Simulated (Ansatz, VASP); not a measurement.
Zn in VASP and in Ansatz

Contents of INCAR:

```
  PREC = Accurate
  ENCUT = 520
  EDIFF = 1E-6
  ISMEAR = 0
  SIGMA = 0.15
  LREAL = False
  LASPH = True
  NELM = 60
  ALGO = Fast
  ISIF = 2
  LWAVE = False
  LCHARG = True
  GGA = PS
  LELF = True
  LVHAR = True
  NBANDS = 12
```

KPOINTS

```
regular mesh
0
Gamma
  22 22 22
```

Contents of POSCAR:

```
Zn
1.0
   -1.1229148419      1.5581392971      1.5581392971
    1.5581392971     -1.1229148419      1.5581392971
    1.5581392971      1.5581392971     -1.1229148419
Zn
1
Direct
    0.0000000000      0.0000000000      0.0000000000
```

Input for Ansatz:

```yaml
crystal:
  lattice:
    - [-1.1229148419, 1.5581392971, 1.5581392971]
    - [1.5581392971, -1.1229148419, 1.5581392971]
    - [1.5581392971, 1.5581392971, -1.1229148419]
  atoms:
    - { symbol: Zn, position: [0.0, 0.0, 0.0] }
basis:
  ecutwfc: 520.0
kpoints:
  mp_grid: { grid: [22, 22, 22] }
hamiltonian:
  xc: pbesol
scf:
  occupations: { method: gaussian, width: 0.15 }
output:
  forces: true
  stress: true
  eigenvalues: true
```

Alike in both runs: task single point; functional PBEsol; k mesh 22 × 22 × 22; occupations gaussian, width 0.15 eV; no spin polarisation.

|  | VASP | Ansatz |
| --- | --- | --- |
| version | VASP 6.6.1 | Ansatz 0.2.0 |
| potentials or method | VASP PAW PBE potentials, release 64 (Zn), cutoff 520 eV | scalar-relativistic, plane waves, PAW |
| valence electrons in the cell | 12 | 12 |

```tsv
	VASP	Ansatz	Ansatz less VASP
gap on the k mesh at the Fermi level (eV)	none	none	-
pressure (GPa)	10.2	9.6	-0.55
traceless stress, the component that is largest in VASP (GPa)	-4.36	-4.30	+0.060
```

VASP's potentials were made for PBE, not for PBEsol. A gap of «none» marks a metal or a gap that the smearing closes. With one functional, cell and mesh, what is left measures potentials, basis and numerics.
